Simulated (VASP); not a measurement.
# Pb (Fd-3m) in VASP: a series of runs

Aim: see how the results for Pb move with the level of theory and the settings. Levels: PBE, r2SCAN. Tasks: single point.

Everything below comes from runs of VASP 6.6.1. Logs are shortened: lines on timing, memory, paths and dates and some standing lists are left out, and cuts for length are marked.

### 1 The cell of the first run

Symmetry: Fd-3m, No. 227, cubic system. Conventional cell: a = 6.969 Å, b = 6.969 Å, c = 6.969 Å, α = 90.00°, β = 90.00°, γ = 90.00°. Pb (site symmetry -43m) has 4 Pb at 3.02 Å within 4.0 Å.

### 2 Single point, PBE

Contents of INCAR:

```
  PREC = Accurate
  ENCUT = 520
  EDIFF = 1E-6
  ISMEAR = -1
  SIGMA = 0.05
  LREAL = F
  LASPH = T
  NELM = 80
  ALGO = Fast
  ISIF = 2
  LWAVE = F
  LCHARG = F
  GGA = PE
  NBANDS = 21
```

Contents of KPOINTS:

```
regular mesh
0
Gamma
  7 7 7
```

Contents of POSCAR:

```
Pb
1.0
    0.0000000000      3.4842552460      3.4842552460
    3.4842552460      0.0000000000      3.4842552460
    3.4842552460      3.4842552460      0.0000000000
Pb
2
Direct
    0.2500000000      0.2500000000      0.2500000000
    0.0000000000      0.0000000000      0.0000000000
```

Potentials or basis: VASP PAW PBE potentials, release 64 (Pb_d).

On the command line:

```sh
> cat potpaw_PBE.64/Pb_d/POTCAR > POTCAR
> mpirun -np 1 vasp_std > vasp.out
```

OUTCAR:

```text
PREC = Accurate
   ENCUT = 520
   EDIFF = 1E-6
   ISMEAR = -1
   LREAL = F
   LASPH = T
   NELM = 80
   ISIF = 2
   GGA = PE

 ion  position               nearest neighbor table
   1  0.250  0.250  0.250-   2 3.02   2 3.02   2 3.02   2 3.02
   2  0.000  0.000  0.000-   1 3.02   1 3.02   1 3.02   1 3.02

  LATTYP: Found a face centered cubic cell.
 ALAT       =     6.9685104920

  Lattice vectors:

 A1 = (   0.0000000000,   3.4842552460,   3.4842552460)
 A2 = (   3.4842552460,   0.0000000000,   3.4842552460)
 A3 = (   3.4842552460,   3.4842552460,   0.0000000000)

Analysis of symmetry for initial positions (statically):
=====================================================================
 Subroutine PRICEL returns:
 Original cell was already a primitive cell.

 Routine SETGRP: Setting up the symmetry group for a
 face centered cubic supercell.

 Subroutine GETGRP returns: Found 48 space group operations
 (whereof 24 operations were pure point group operations)
 out of a pool of 48 trial point group operations.

The static configuration has the point symmetry T_d .
 The point group associated with its full space group is O_h .

Analysis of symmetry for dynamics (positions and initial velocities):
=====================================================================
 Subroutine PRICEL returns:
 Original cell was already a primitive cell.

 Routine SETGRP: Setting up the symmetry group for a
 face centered cubic supercell.

 Subroutine GETGRP returns: Found 48 space group operations
 (whereof 24 operations were pure point group operations)
 out of a pool of 48 trial point group operations.

The dynamic configuration has the point symmetry T_d .
 The point group associated with its full space group is O_h .

 Subroutine INISYM returns: Found 48 space group operations
 (whereof 24 operations are pure point group operations),
 and found     1 'primitive' translations

----------------------------------------------------------------------------------------

                                     Primitive cell

  volume of cell :      84.5980

  direct lattice vectors                    reciprocal lattice vectors
     0.000000000  3.484255246  3.484255246    -0.143502690  0.143502690  0.143502690
     3.484255246  0.000000000  3.484255246     0.143502690 -0.143502690  0.143502690
     3.484255246  3.484255246  0.000000000     0.143502690  0.143502690 -0.143502690

  length of vectors
     4.927481024  4.927481024  4.927481024     0.248553950  0.248553950  0.248553950

  position of ions in fractional coordinates (direct lattice)
     0.250000000  0.250000000  0.250000000
     0.000000000  0.000000000  0.000000000

  ion indices of the primitive-cell ions
   primitive index   ion index
                 1           1
                 2           2

----------------------------------------------------------------------------------------

 KPOINTS: regular mesh

Automatic generation of k-mesh.
 Grid dimensions read from file:
 generate k-points for:    7    7    7

 Generating k-lattice:

  Cartesian coordinates                     Fractional coordinates (reciprocal lattice)
    -0.020500384  0.020500384  0.020500384     0.142857143  0.000000000  0.000000000
     0.020500384 -0.020500384  0.020500384     0.000000000  0.142857143  0.000000000
     0.020500384  0.020500384 -0.020500384     0.000000000  0.000000000  0.142857143

  Length of vectors
     0.035507707  0.035507707  0.035507707

  Shift w.r.t. Gamma in fractional coordinates (k-lattice)
     0.000000000  0.000000000  0.000000000

 Subroutine IBZKPT returns following result:
 ===========================================

 Found     20 irreducible k-points:

 Following reciprocal coordinates:
            Coordinates               Weight
  0.000000  0.000000  0.000000      1.000000
  0.142857  0.000000  0.000000      8.000000
  0.285714  0.000000  0.000000      8.000000
  0.428571  0.000000  0.000000      8.000000
  0.142857  0.142857  0.000000      6.000000
  0.285714  0.142857  0.000000     24.000000
[... 12 lines left out ...]
 -0.428571  0.428571  0.142857     24.000000
 -0.285714  0.428571  0.142857     24.000000
   k-points           NKPTS =     20   k-points in BZ     NKDIM =     20   number of bands    NBANDS=     21
   number of dos      NEDOS =    301   number of ions     NIONS =      2
   total plane-waves  NPLWV =  64000
   dimension x,y,z NGX =    40 NGY =   40 NGZ =   40
   dimension x,y,z NGXF=    80 NGYF=   80 NGZF=   80
   ions per type =               2
   NGX,Y,Z   is equivalent  to a cutoff of  13.50, 13.50, 13.50 a.u.
   NGXF,Y,Z  is equivalent  to a cutoff of  26.99, 26.99, 26.99 a.u.
 SYSTEM =  unknown system
   PREC   = accura    normal or accurate (medium, high low for compatibility)
   ISTART =      0    job   : 0-new  1-cont  2-samecut
   ICHARG =      2    charge: 1-file 2-atom 10-const
   ISPIN  =      1    spin polarized calculation?
[... 37 lines left out ...]
 RMM-DIIS sequential band-by-band and
  energy-cutoff  :      520.00
  volume of cell :       84.60
 maximum number of plane-waves:      2293
 NGX is ok and might be reduce to    40
   NGX = 19   NGY = 19   NGZ = 19

 number of electron      27.9999998 magnetization

 Free energy of the ion-electron system (eV)
  ---------------------------------------------------
  ext. energy  EPLUGINS =         0.00000000
  ---------------------------------------------------
  free energy    TOTEN  =        -6.59832248 eV

  energy without entropy =       -6.59215182  energy(sigma->0) =       -6.59523715

 E-fermi :   3.9983     XC(G=0):  -8.2578

 val. band max:        3.9690175629   @ k =  -0.1429   0.1429   0.0000
 cond. band min:       4.0156064484   @ k =   0.1429   0.0000   0.0000
 fundamental gap:      0.0465888855
 Fermi energy:         3.9982748490

 k-point     1 :       0.0000    0.0000    0.0000
  band No.  band energies     occupation
      1     -13.1285      2.00000
      2     -13.1285      2.00000
      3     -13.1285      2.00000
      4     -13.0584      2.00000
      5     -13.0584      2.00000
      6     -12.6691      2.00000
[... 13 lines left out ...]
     20      11.9591      0.00000
     21      11.9600      0.00000

 k-point     2 :       0.1429    0.0000    0.0000
  band No.  band energies     occupation
      1     -13.1452      2.00000
      2     -13.1452      2.00000
      3     -13.1241      2.00000
      4     -13.0344      2.00000
      5     -13.0344      2.00000
      6     -12.6990      2.00000
[... 13 lines left out ...]
     20      11.1873      0.00000
     21      11.1878      0.00000

 k-point     3 :       0.2857    0.0000    0.0000
  band No.  band energies     occupation
      1     -13.1640      2.00000
      2     -13.1640      2.00000
      3     -13.1140      2.00000
      4     -13.0009      2.00000
      5     -13.0009      2.00000
      6     -12.7275      2.00000
[... 13 lines left out ...]
     20      11.1514      0.00000
     21      11.1514      0.00000

 k-point     4 :       0.4286    0.0000    0.0000
  band No.  band energies     occupation
      1     -13.1719      2.00000
      2     -13.1719      2.00000
      3     -13.1053      2.00000
      4     -12.9845      2.00000
      5     -12.9845      2.00000
      6     -12.7393      2.00000
[... 13 lines left out ...]
     20      12.0114      0.00000
     21      12.0118      0.00000

 k-point     5 :       0.1429    0.1429    0.0000
  band No.  band energies     occupation
      1     -13.1422      2.00000
      2     -13.1418      2.00000
      3     -13.1418      2.00000
      4     -13.0380      2.00000
      5     -13.0083      2.00000
      6     -12.7501      2.00000
[... 13 lines left out ...]
     20      10.1034      0.00000
     21      12.4486      0.00000
[... 286 lines left out ...]
     20      11.5717      0.00000
     21      12.3289      0.00000

 k-point    18 :      -0.4286    0.2857    0.1429
  band No.  band energies     occupation
      1     -13.2099      2.00000
      2     -13.1922      2.00000
      3     -13.0454      2.00000
      4     -12.9461      2.00000
      5     -12.9069      2.00000
      6     -12.8534      2.00000
[... 13 lines left out ...]
     20      11.8959      0.00000
     21      12.4362      0.00000

 k-point    19 :      -0.4286    0.4286    0.1429
  band No.  band energies     occupation
      1     -13.2043      2.00000
      2     -13.2017      2.00000
      3     -13.0361      2.00000
      4     -12.9489      2.00000
      5     -12.9022      2.00000
      6     -12.8342      2.00000
[... 13 lines left out ...]
     20      12.1513      0.00000
     21      13.5134      0.00000

 k-point    20 :      -0.2857    0.4286    0.1429
  band No.  band energies     occupation
      1     -13.2185      2.00000
      2     -13.2028      2.00000
      3     -13.0068      2.00000
      4     -12.9220      2.00000
      5     -12.8899      2.00000
      6     -12.8508      2.00000
[... 13 lines left out ...]
     20      12.3814      0.00000
     21      13.4516      0.00000

------------------------ aborting loop because EDIFF is reached ----------------------------------------

  FORCE on cell =-STRESS in cart. coord.  units (eV):
  Direction    XX          YY          ZZ          XY          YZ          ZX
  --------------------------------------------------------------------------------------
  -------------------------------------------------------------------------------------
  Total        0.5452253      0.5452253      0.5452253      0.0000000      0.0000000     -0.0000000
  in kB       10.3258719     10.3258719     10.3258719      0.0000000      0.0000000     -0.0000000
  external PRESSURE =      10.3258719 kB  Pullay stress =       0.0000000 kB

 VOLUME and BASIS-vectors are now :
 -----------------------------------------------------------------------------
  energy-cutoff  :      520.00
  volume of cell :       84.60
      direct lattice vectors                 reciprocal lattice vectors
     0.000000000  3.484255246  3.484255246    -0.143502690  0.143502690  0.143502690
     3.484255246  0.000000000  3.484255246     0.143502690 -0.143502690  0.143502690
     3.484255246  3.484255246  0.000000000     0.143502690  0.143502690 -0.143502690

 POSITION                                       TOTAL-FORCE (eV/Angst)
 -----------------------------------------------------------------------------------
      1.74213      1.74213      1.74213        -0.000000      0.000000      0.000000
      0.00000      0.00000      0.00000         0.000000     -0.000000     -0.000000
 -----------------------------------------------------------------------------------
    total drift:                               -0.000000     -0.000000      0.000000

  FREE ENERGIE OF THE ION-ELECTRON SYSTEM (eV)
  ---------------------------------------------------
  free  energy   TOTEN  =        -6.5983224792 eV

  energy  without entropy=       -6.5921518226  energy(sigma->0) =       -6.59523715
```

Run time: 62 s. Hardware: 1 thread of Intel Xeon 8259CL, shared host; peak memory 0.24 GiB.

Results:

```
Free energy            : -6.5983 eV
Pressure               : 1.0 GPa
Band gap on the k mesh : zero (band 14 reaches 4.38 eV, above the bottom of band 15 at 3.33 eV)
```

Caveat: spin-orbit coupling is left out, which moves the levels of the heavy elements.

### 3 Single point, PBE

This run uses another cell than the first one, of 43.11 Å³/atom, 1.019 times its volume.

Contents of INCAR:

```
SYSTEM = Pb
PREC = Accurate
ENCUT = 520
EDIFF = 1E-6
ISMEAR = -1
SIGMA = 0.05
LREAL = .False.
LASPH = .True.
NELM = 60
ALGO = Fast
ISIF = 2
LWAVE = .False.
LCHARG = .True.
GGA = PE
LELF = .True.
LVHAR = .True.
NBANDS = 21
```

Contents of KPOINTS:

```
regular mesh
0
Gamma
  7 7 7
  0 0 0
```

Contents of POSCAR:

```
Pb
1.0
    0.0000000000      3.5064485529      3.5064485529
    3.5064485529      0.0000000000      3.5064485529
    3.5064485529      3.5064485529      0.0000000000
Pb
2
Direct
    0.2500000000      0.2500000000      0.2500000000
    0.0000000000      0.0000000000      0.0000000000
```

Potentials or basis: VASP PAW PBE potentials, release 64 (Pb_d).

On the command line:

```sh
> cat potpaw_PBE.64/Pb_d/POTCAR > POTCAR
> mpirun -np 1 vasp_std > vasp.out
```

Run time: 84 s. Hardware: 1 thread of Intel Xeon 8259CL, shared host; peak memory 0.24 GiB.

It converged, with:

```yaml
Free_energy: -6.6066 eV
Pressure: 0.5 GPa
Band_gap_on_the_k_mesh: zero (band 14 reaches 4.21 eV, above the bottom of band 15 at 3.18 eV)
```

Levels at points of the mesh, in eV from the Fermi level:
```
           k point  band 12  band 13  band 14  band 15  band 16  band 17
(0.00, 0.00, 0.00)    -4.24     0.37     0.37     0.37     2.36     2.36
```

Caveat: spin-orbit coupling is left out, which moves the levels of the heavy elements.

### 4 Single point, r2SCAN

This run uses another cell than the first one, of 38.23 Å³/atom, 0.904 times its volume.

Contents of POSCAR:

```
Pb
1.0
    0.0000000000      3.3687966822      3.3687966822
    3.3687966822      0.0000000000      3.3687966822
    3.3687966822      3.3687966822      0.0000000000
Pb
2
Direct
    0.2500000000      0.2500000000      0.2500000000
    0.0000000000      0.0000000000      0.0000000000
```

Contents of INCAR.step1:

```
SYSTEM = Pb
ALGO = Normal
EDIFF = 1E-4
ENCUT = 520
GGA = PE
ISMEAR = -1
LASPH = .TRUE.
LCHARG = .FALSE.
LREAL = .FALSE.
LWAVE = .TRUE.
NBANDS = 21
NELM = 100
PREC = Accurate
SIGMA = 0.05
```

Contents of INCAR.step2:

```
SYSTEM = Pb
ALGO = Normal
EDIFF = 1E-6
ENCUT = 520
ISIF = 2
ISMEAR = -1
ISTART = 1
LASPH = .TRUE.
LCHARG = .FALSE.
LMIXTAU = .TRUE.
LREAL = .FALSE.
LWAVE = .FALSE.
METAGGA = R2SCAN
NBANDS = 21
NELM = 100
PREC = Accurate
SIGMA = 0.05
```

Contents of KPOINTS:

```
k-points
0
G
  7 7 7
  0 0 0
```

On the command line:

```sh
> cat potpaw_PBE.64/Pb_d/POTCAR > POTCAR
> cp INCAR.step1 INCAR
> mpirun -np 1 vasp_std > vasp.out
> cp INCAR.step2 INCAR
> mpirun -np 1 vasp_std > vasp.out
```

Run time: 49 s. Hardware: 1 thread of Intel Xeon 6975P-C (Granite Rapids), shared host; peak memory 0.22 GiB.

The run converged. Its results:

| Item | Value |
| --- | --- |
| Free energy | -112.1267 eV |
| Pressure | 3.6 GPa |
| Band gap on the k mesh | zero (band 14 reaches 5.21 eV, above the bottom of band 15 at 3.98 eV) |

Levels at points of the mesh, in eV from the Fermi level:
| k point | band 12 | band 13 | band 14 | band 15 | band 16 | band 17 |
| --- | --- | --- | --- | --- | --- | --- |
| (0.00, 0.00, 0.00) | -3.49 | 0.43 | 0.43 | 0.43 | 2.62 | 2.62 |

Caveat: the PAW data sets were made with another functional, which shifts forces and pressure a little; spin-orbit coupling is left out, which moves the levels of the heavy elements.

### 5 Single point, r2SCAN

This run uses another cell than the first one, of 40.67 Å³/atom, 0.962 times its volume.

Contents of POSCAR:

```
Pb
1.0
    0.0000000000      3.4390000555      3.4390000555
    3.4390000555      0.0000000000      3.4390000555
    3.4390000555      3.4390000555      0.0000000000
Pb
2
Direct
    0.2500000000      0.2500000000      0.2500000000
    0.0000000000      0.0000000000      0.0000000000
```

Contents of INCAR.step1:

```
SYSTEM = Pb
PREC = Accurate ; ENCUT = 520
ISMEAR = -1 ; SIGMA = 0.05
LREAL = .FALSE. ; LASPH = .TRUE.
NELM = 60 ; NBANDS = 21
GGA = PE ; ALGO = Normal
EDIFF = 1E-4 ; LWAVE = .TRUE.
LCHARG = .FALSE.
```

Contents of INCAR.step2:

```
SYSTEM = Pb
PREC = Accurate ; ENCUT = 520
EDIFF = 1E-6 ; ISMEAR = -1
SIGMA = 0.05 ; LREAL = .FALSE.
LASPH = .TRUE. ; NELM = 60
ALGO = Normal ; ISIF = 2
LWAVE = .FALSE. ; LCHARG = .TRUE.
METAGGA = R2SCAN ; LMIXTAU = .TRUE.
LELF = .TRUE. ; LVHAR = .TRUE.
NBANDS = 21 ; ISTART = 1
```

Contents of KPOINTS:

```
regular mesh
0
G
  7 7 7
  0 0 0
```

On the command line:

```sh
> cat potpaw_PBE.64/Pb_d/POTCAR > POTCAR
> cp INCAR.step1 INCAR
> mpirun -np 1 vasp_std > vasp.out
> cp INCAR.step2 INCAR
> mpirun -np 1 vasp_std > vasp.out
```

It took 51 s on 1 thread of Intel Xeon 6975P-C (Granite Rapids), shared host; peak memory 0.21 GiB.

It converged, with:

```yaml
Free_energy: -112.1969 eV
Pressure: 1.1 GPa
Band_gap_on_the_k_mesh: zero (band 14 reaches 4.59 eV, above the bottom of band 15 at 3.42 eV)
```

Levels at points of the mesh, in eV from the Fermi level:
```tsv
k point	band 10	band 11	band 12	band 13	band 14	band 15	band 16	band 17	band 18	band 19
(0.00, 0.00, 0.00)	-17.20	-11.62	-3.86	0.40	0.40	0.40	2.57	2.57	2.57	4.46
```

Caveat: the PAW data sets were made with another functional, which shifts forces and pressure a little; spin-orbit coupling is left out, which moves the levels of the heavy elements.

### 6 Single point, r2SCAN

This run uses another cell than the first one, of 41.49 Å³/atom, 0.981 times its volume.

Contents of POSCAR:

```
Pb
1.0
    0.0000000000      3.4617755540      3.4617755540
    3.4617755540      0.0000000000      3.4617755540
    3.4617755540      3.4617755540      0.0000000000
Pb
2
Direct
    0.2500000000      0.2500000000      0.2500000000
    0.0000000000      0.0000000000      0.0000000000
```

Contents of INCAR.step1:

```
SYSTEM = Pb
ALGO = Normal
EDIFF = 1E-4
ENCUT = 520
GGA = PE
ISMEAR = -1
LASPH = .TRUE.
LCHARG = .FALSE.
LREAL = .FALSE.
LWAVE = .TRUE.
NBANDS = 21
NELM = 100
PREC = Accurate
SIGMA = 0.05
```

Contents of INCAR.step2:

```
SYSTEM = Pb
ALGO = Normal
EDIFF = 1E-6
ENCUT = 520
ISIF = 2
ISMEAR = -1
ISTART = 1
LASPH = .TRUE.
LCHARG = .TRUE.
LELF = .TRUE.
LMIXTAU = .TRUE.
LREAL = .FALSE.
LVHAR = .TRUE.
LWAVE = .FALSE.
METAGGA = R2SCAN
NBANDS = 21
NELM = 100
PREC = Accurate
SIGMA = 0.05
```

Contents of KPOINTS:

```
k-points
0
G
  7 7 7
  0 0 0
```

Potentials or basis: VASP PAW PBE potentials, release 64 (Pb_d).

On the command line:

```sh
> cat potpaw_PBE.64/Pb_d/POTCAR > POTCAR
> cp INCAR.step1 INCAR
> mpirun -np 1 vasp_std > vasp.out
> cp INCAR.step2 INCAR
> mpirun -np 1 vasp_std > vasp.out
```

Wall time 49 s (1 thread of Intel Xeon 6975P-C (Granite Rapids), shared host); peak memory 0.21 GiB.

Results (log left out):

```
Free energy            : -112.2048 eV
Pressure               : 0.4 GPa
Band gap on the k mesh : zero (band 14 reaches 4.40 eV, above the bottom of band 15 at 3.27 eV)
```

Levels at points of the mesh, in eV from the Fermi level:
| k point | band 12 | band 13 | band 14 | band 15 | band 16 | band 17 |
| --- | --- | --- | --- | --- | --- | --- |
| (0.00, 0.00, 0.00) | -3.97 | 0.39 | 0.39 | 0.39 | 2.56 | 2.56 |

Caveat: the PAW data sets were made with another functional, which shifts forces and pressure a little; spin-orbit coupling is left out, which moves the levels of the heavy elements.

### 7 Summary

| level | cell | gap on the mesh (eV) | pressure (GPa) |
| --- | --- | --- | --- |
| PBE | a = 4.927 Å, angles 60.0°, 2 atoms | none | 1.0 |
| PBE | a = 4.959 Å, angles 60.0°, 2 atoms | none | 0.5 |
| r2SCAN | a = 4.764 Å, angles 60.0°, 2 atoms | none | 3.6 |
| r2SCAN | a = 4.863 Å, angles 60.0°, 2 atoms | none | 1.1 |
| r2SCAN | a = 4.896 Å, angles 60.0°, 2 atoms | none | 0.4 |

Alike in all rows: task single point; potentials or basis VASP PAW PBE potentials, release 64 (Pb_d); no spin polarisation; k mesh 7 × 7 × 7; cutoff (eV) 520; smearing fermi-dirac 0.05 eV.

Caveats: spin-orbit coupling is left out, which moves the levels of the heavy elements; the PAW data sets were made with another functional, which shifts forces and pressure a little (some runs).

Absolute energies hang on the potentials; compare differences alone.
